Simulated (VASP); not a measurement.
# Mg5Te2 (P-3m1) in VASP: further runs

The runs below take Mg5Te2 through single point, with PBE.

Everything below comes from runs of VASP 6.6.1. Logs are shortened: lines on timing, memory, paths and dates and some standing lists are left out, and cuts for length are marked.

### 1 The cell of the first run

The structure is trigonal, space group P-3m1 (No. 164). The conventional cell has a = 4.243 Å, b = 4.243 Å, c = 12.381 Å, α = 90.00°, β = 90.00°, γ = 120.00°. Mg (site symmetry 3m) has 3 Te at 2.98 Å and 4 Mg at 3.11 to 3.59 Å within 3.9 Å. Mg (site symmetry 3m) has 7 Mg at 2.97 to 3.59 Å and 1 Te at 3.61 Å within 3.9 Å. Mg (site symmetry -3m) has 6 Te at 3.01 Å within 4.0 Å. Within 3.9 Å of Te (site symmetry 3m) lie 7 Mg at 2.98 to 3.61 Å.

### 2 Single point, PBE

File INCAR:

```
SYSTEM = Mg5Te2
  PREC = Accurate
  ENCUT = 520
  EDIFF = 1E-6
  ISMEAR = 0
  SIGMA = 0.1
  LREAL = .FALSE.
  LASPH = .TRUE.
  NELM = 60
  ALGO = Fast
  ISIF = 2
  LWAVE = .FALSE.
  LCHARG = .TRUE.
  GGA = PE
  LELF = .TRUE.
  LVHAR = .TRUE.
  NBANDS = 20
```

File KPOINTS:

```
Automatic mesh
0
G
  12 12 4
  0 0 0
```

File POSCAR:

```
Mg5Te2
1.0
    4.2426663091      0.0000000000      0.0000000000
   -2.1213331545      3.6742568035      0.0000000000
    0.0000000000      0.0000000000     12.3806950340
Mg Te
5 2
Direct
    0.3333333333      0.6666666667      0.7226150210
    0.6666666667      0.3333333333      0.5675881393
    0.6666666667      0.3333333333      0.2773849790
    0.3333333333      0.6666666667      0.4324118607
    0.0000000000      0.0000000000      0.0000000000
    0.6666666667      0.3333333333      0.8592344640
    0.3333333333      0.6666666667      0.1407655360
```

Potentials or basis: VASP PAW PBE potentials, release 64 (Mg, Te).

On the command line:

```bash
$ cat potpaw_PBE.64/Mg/POTCAR potpaw_PBE.64/Te/POTCAR > POTCAR
$ mpirun -np 1 vasp_std > vasp.out
```

OUTCAR:

```text
SYSTEM = Mg5Te2
   PREC = Accurate
   ENCUT = 520
   EDIFF = 1E-6
   ISMEAR = 0
   LREAL = .FALSE.
   LASPH = .TRUE.
   NELM = 60
   ISIF = 2
   GGA = PE

 ion  position               nearest neighbor table
   1  0.333  0.667  0.723-   6 2.98   6 2.98   6 2.98   2 3.11   2 3.11   2 3.11   4 3.59
   2  0.667  0.333  0.568-   4 2.97   4 2.97   4 2.97   1 3.11   1 3.11   1 3.11   3 3.59   6 3.61

   3  0.667  0.333  0.277-   7 2.98   7 2.98   7 2.98   4 3.11   4 3.11   4 3.11   2 3.59
   4  0.333  0.667  0.432-   2 2.97   2 2.97   2 2.97   3 3.11   3 3.11   3 3.11   1 3.59   7 3.61

   5  0.000  0.000  0.000-   6 3.01   7 3.01   6 3.01   7 3.01   6 3.01   7 3.01
   6  0.667  0.333  0.859-   1 2.98   1 2.98   1 2.98   5 3.01   5 3.01   5 3.01   2 3.61
   7  0.333  0.667  0.141-   3 2.98   3 2.98   3 2.98   5 3.01   5 3.01   5 3.01   4 3.61

  LATTYP: Found a hexagonal cell.
 ALAT       =     4.2426663091
 C/A-ratio  =     2.9181401817

  Lattice vectors:

 A1 = (   4.2426663091,   0.0000000000,   0.0000000000)
 A2 = (  -2.1213331545,   3.6742568035,   0.0000000000)
 A3 = (   0.0000000000,   0.0000000000,  12.3806950340)

Analysis of symmetry for initial positions (statically):
=====================================================================
 Subroutine PRICEL returns:
 Original cell was already a primitive cell.

 Routine SETGRP: Setting up the symmetry group for a
 hexagonal supercell.

 Subroutine GETGRP returns: Found 12 space group operations
 (whereof 12 operations were pure point group operations)
 out of a pool of 24 trial point group operations.

The static configuration has the point symmetry D_3d.

Analysis of symmetry for dynamics (positions and initial velocities):
=====================================================================
 Subroutine PRICEL returns:
 Original cell was already a primitive cell.

 Routine SETGRP: Setting up the symmetry group for a
 hexagonal supercell.

 Subroutine GETGRP returns: Found 12 space group operations
 (whereof 12 operations were pure point group operations)
 out of a pool of 24 trial point group operations.

The dynamic configuration has the point symmetry D_3d.

 Subroutine INISYM returns: Found 12 space group operations
 (whereof 12 operations are pure point group operations),
 and found     1 'primitive' translations

----------------------------------------------------------------------------------------

                                     Primitive cell

  volume of cell :     192.9983

  direct lattice vectors                    reciprocal lattice vectors
     4.242666309  0.000000000  0.000000000     0.235700837  0.136081942  0.000000000
    -2.121333154  3.674256804  0.000000000     0.000000000  0.272163883  0.000000000
     0.000000000  0.000000000 12.380695034     0.000000000  0.000000000  0.080770910

  length of vectors
     4.242666309  4.242666309 12.380695034     0.272163883  0.272163883  0.080770910

  position of ions in fractional coordinates (direct lattice)
     0.333333333  0.666666667  0.722615021
     0.666666667  0.333333333  0.567588139
     0.666666667  0.333333333  0.277384979
     0.333333333  0.666666667  0.432411861
     0.000000000  0.000000000  0.000000000
     0.666666667  0.333333333  0.859234464
     0.333333333  0.666666667  0.140765536

  ion indices of the primitive-cell ions
   primitive index   ion index
                 1           1
                 2           2
                 3           3
                 4           4
                 5           5
                 6           6
                 7           7

----------------------------------------------------------------------------------------

 KPOINTS: Automatic mesh

Automatic generation of k-mesh.
 Grid dimensions read from file:
 generate k-points for:   12   12    4

 Generating k-lattice:

  Cartesian coordinates                     Fractional coordinates (reciprocal lattice)
     0.019641736  0.011340162  0.000000000     0.083333333  0.000000000  0.000000000
     0.000000000  0.022680324  0.000000000     0.000000000  0.083333333  0.000000000
     0.000000000  0.000000000  0.020192727     0.000000000  0.000000000  0.250000000

  Length of vectors
     0.022680324  0.022680324  0.020192727

  Shift w.r.t. Gamma in fractional coordinates (k-lattice)
     0.000000000  0.000000000  0.000000000

 Subroutine IBZKPT returns following result:
 ===========================================

 Found     69 irreducible k-points:

 Following reciprocal coordinates:
            Coordinates               Weight
  0.000000  0.000000  0.000000      1.000000
  0.083333  0.000000  0.000000      6.000000
  0.166667  0.000000  0.000000      6.000000
  0.250000  0.000000  0.000000      6.000000
  0.333333  0.000000  0.000000      6.000000
  0.416667  0.000000  0.000000      6.000000
[... 16 lines left out ...]
  0.166667  0.000000  0.250000      6.000000
  0.000000  0.166667  0.250000      6.000000
 [... further k-points ...]
   k-points           NKPTS =     69   k-points in BZ     NKDIM =     69   number of bands    NBANDS=     20
   number of dos      NEDOS =    301   number of ions     NIONS =      7
   total plane-waves  NPLWV =  98304
   dimension x,y,z NGX =    32 NGY =   32 NGZ =   96
   dimension x,y,z NGXF=    64 NGYF=   64 NGZF=  192
   ions per type =               5   2
   NGX,Y,Z   is equivalent  to a cutoff of  12.54, 12.54, 12.89 a.u.
   NGXF,Y,Z  is equivalent  to a cutoff of  25.08, 25.08, 25.78 a.u.
 SYSTEM =  Mg5Te2
   PREC   = accura    normal or accurate (medium, high low for compatibility)
   ISTART =      0    job   : 0-new  1-cont  2-samecut
   ICHARG =      2    charge: 1-file 2-atom 10-const
   ISPIN  =      1    spin polarized calculation?
   LNONCOLLINEAR =      F non collinear calculations
   LSORBIT =      F    spin-orbit coupling
   LASPH  =      T    aspherical Exc in radial PAW
   ENCUT  =  520.0 eV  38.22 Ry    6.18 a.u.   7.89  7.89 23.02*2*pi/ulx,y,z
   NELM   =     60;   NELMIN=  2; NELMDL= -5     # of ELM steps
   EDIFF  = 0.1E-05   stopping-criterion for ELM
   LREAL  =      F    real-space projection
   EDIFFG = 0.1E-04   stopping-criterion for IOM
   NSW    =      0    number of steps for IOM
   IBRION =     -1    ionic relax: 0-MD 1-quasi-New 2-CG
   NFREE  =      0    steps in history (QN), initial steepest desc. (CG)
   ISIF   =      2    stress and relaxation
   ISYM   =      2    0-nonsym 1-usesym 2-fastsym
   POTIM  = 0.5000    time-step for ionic-motion
   TEBEG  =    0.0;   TEEND  =   0.0 temperature during run
   PSTRESS=    0.0 pullay stress
   NELECT =      22.0000    total number of electrons
   NUPDOWN=      -1.0000    fix difference up-down
   EMIN   =  10.00;   EMAX   =-10.00  energy-range for DOS
   EFERMI =   0.00;   METHOD = LEGACY
   ISMEAR =     0;   SIGMA  =   0.10  broadening in eV -4-tet -1-fermi 0-gaus
   EFERMI_NEDOS =   21; number of points for ismear=-14 and -15
   IALGO  =     68    algorithm
   IMIX   =      4    mixing-type and parameters
     AMIX     =   0.40;   BMIX     =  1.00
     AMIX_MAG =   1.60;   BMIX_MAG =  1.00
  volume/ion in A,a.u.               =      27.57       186.06
  Fermi-wavevector in a.u.,A,eV,Ry     =   0.793776  1.500019  8.572762  0.630080
  Thomas-Fermi vector in A             =   1.899778
   LORBIT       =      0    0 simple, 1 ext, 2 COOP (PROOUT), +10 PAW based schemes
   GGA     = PE    functional components
   LHFCALC =     F    Hartree Fock is set to
   AEXX    =    0.0000 exact exchange contribution
   IVDW    =     0    specifies the selected vdW correction
   LEPSILON=     F    determine dielectric tensor
   LRPA    =     F    only Hartree local field effects (RPA)
 non-spin polarized calculation
 RMM-DIIS sequential band-by-band and
 Gauss-broadening in eV      SIGMA  =   0.10
  energy-cutoff  :      520.00
  volume of cell :      193.00
 maximum number of plane-waves:      5238
   NGX = 15   NGY = 15   NGZ = 47

 number of electron      21.9999999 magnetization

 Free energy of the ion-electron system (eV)
  ---------------------------------------------------
  ext. energy  EPLUGINS =         0.00000000
  ---------------------------------------------------
  free energy    TOTEN  =       -15.65870794 eV

  energy without entropy =      -15.64920923  energy(sigma->0) =      -15.65395858

 E-fermi :   3.8063     XC(G=0):  -8.4506

 val. band max:        3.7978621617   @ k =   0.3333   0.2500   0.0000
 cond. band min:       3.8239224815   @ k =   0.0000   0.0000   0.0000
 fundamental gap:      0.0260603198
 Fermi energy:         3.8062649353

 k-point     1 :       0.0000    0.0000    0.0000
  band No.  band energies     occupation
      1      -8.5262      2.00000
      2      -8.0265      2.00000
      3      -2.3208      2.00000
      4      -0.7664      2.00000
      5      -0.7508      2.00000
      6       2.1491      2.00000
[... 12 lines left out ...]
     19       8.4592      0.00000
     20       8.6733      0.00000

 k-point     2 :       0.0833    0.0000    0.0000
  band No.  band energies     occupation
      1      -8.4811      2.00000
      2      -7.9909      2.00000
      3      -2.2491      2.00000
      4      -0.7099      2.00000
      5      -0.7065      2.00000
      6       1.7278      2.00000
[... 12 lines left out ...]
     19       8.4794      0.00000
     20       8.5672      0.00000

 k-point     3 :       0.1667    0.0000    0.0000
  band No.  band energies     occupation
      1      -8.3511      2.00000
      2      -7.8908      2.00000
      3      -2.0363      2.00000
      4      -0.6105      2.00000
      5      -0.5564      2.00000
      6       0.9015      2.00000
[... 12 lines left out ...]
     19       7.8434      0.00000
     20       8.0171      0.00000

 k-point     4 :       0.2500    0.0000    0.0000
  band No.  band energies     occupation
      1      -8.1540      2.00000
      2      -7.7479      2.00000
      3      -1.6903      2.00000
      4      -0.6869      2.00000
      5      -0.4416      2.00000
      6       0.3402      2.00000
[... 429 lines left out ...]
 k-point    23 :       0.1667    0.0000    0.2500
  band No.  band energies     occupation
      1      -8.3508      2.00000
      2      -7.8913      2.00000
      3      -1.9362      2.00000
      4      -1.1895      2.00000
      5       0.1210      2.00000
      6       0.7831      2.00000
[... 12 lines left out ...]
     19       7.9263      0.00000
     20       8.1824      0.00000

 k-point    24 :       0.0000    0.1667    0.2500
  band No.  band energies     occupation
      1      -8.3508      2.00000
      2      -7.8913      2.00000
      3      -1.9381      2.00000
      4      -1.1787      2.00000
      5       0.0490      2.00000
      6       1.0346      2.00000
[... 12 lines left out ...]
     19       8.0160      0.00000
     20       8.1920      0.00000

 [... further k-points ...]
[... 5 lines left out ...]
  --------------------------------------------------------------------------------------
  -------------------------------------------------------------------------------------
  Total       -0.0494476     -0.0494476     -0.0628926     -0.0000000      0.0000000     -0.0000000
  in kB       -0.4104902     -0.4104902     -0.5221040     -0.0000000      0.0000000     -0.0000000
  external PRESSURE =      -0.4476948 kB  Pullay stress =       0.0000000 kB

 VOLUME and BASIS-vectors are now :
 -----------------------------------------------------------------------------
  energy-cutoff  :      520.00
  volume of cell :      193.00
      direct lattice vectors                 reciprocal lattice vectors
     4.242666309  0.000000000  0.000000000     0.235700837  0.136081942  0.000000000
    -2.121333154  3.674256804  0.000000000     0.000000000  0.272163883  0.000000000
     0.000000000  0.000000000 12.380695034     0.000000000  0.000000000  0.080770910

 POSITION                                       TOTAL-FORCE (eV/Angst)
 -----------------------------------------------------------------------------------
     -0.00000      2.44950      8.94648         0.000000     -0.000000     -0.002326
      2.12133      1.22475      7.02714        -0.000000      0.000000      0.000843
      2.12133      1.22475      3.43422        -0.000000      0.000000      0.002326
     -0.00000      2.44950      5.35356        -0.000000      0.000000     -0.000843
      0.00000      0.00000      0.00000        -0.000000     -0.000000     -0.000000
      2.12133      1.22475     10.63792        -0.000000      0.000000     -0.000354
     -0.00000      2.44950      1.74278         0.000000     -0.000000      0.000354
 -----------------------------------------------------------------------------------
    total drift:                                0.000000     -0.000000      0.000000

  FREE ENERGIE OF THE ION-ELECTRON SYSTEM (eV)
  ---------------------------------------------------
  free  energy   TOTEN  =       -15.6587079425 eV

  energy  without entropy=      -15.6492092265  energy(sigma->0) =      -15.65395858
```

It took 2.2 min on 1 thread of Intel Xeon 6975P-C (Granite Rapids), shared host; peak memory 0.46 GiB.

What came out:

| Quantity | Value |
| --- | --- |
| Free energy | -15.6587 eV |
| Pressure | 0.0 GPa |
| Band gap on the k mesh | zero (bands 11 and 12 overlap by 2.04 eV) |

Forces on the atoms (eV/Å):
```
Mg   0.000  0.000 -0.002
Mg   0.000  0.000  0.001
Mg   0.000  0.000  0.002
Mg   0.000  0.000 -0.001
Mg   0.000  0.000  0.000
Te   0.000  0.000  0.000
Te   0.000  0.000  0.000
```

Caveat: spin-orbit coupling is left out, which moves the levels of the heavy elements.

(Continued in part 2 of 2.)

The gap in the log of VASP goes by the Fermi energy; the results here count the filled bands.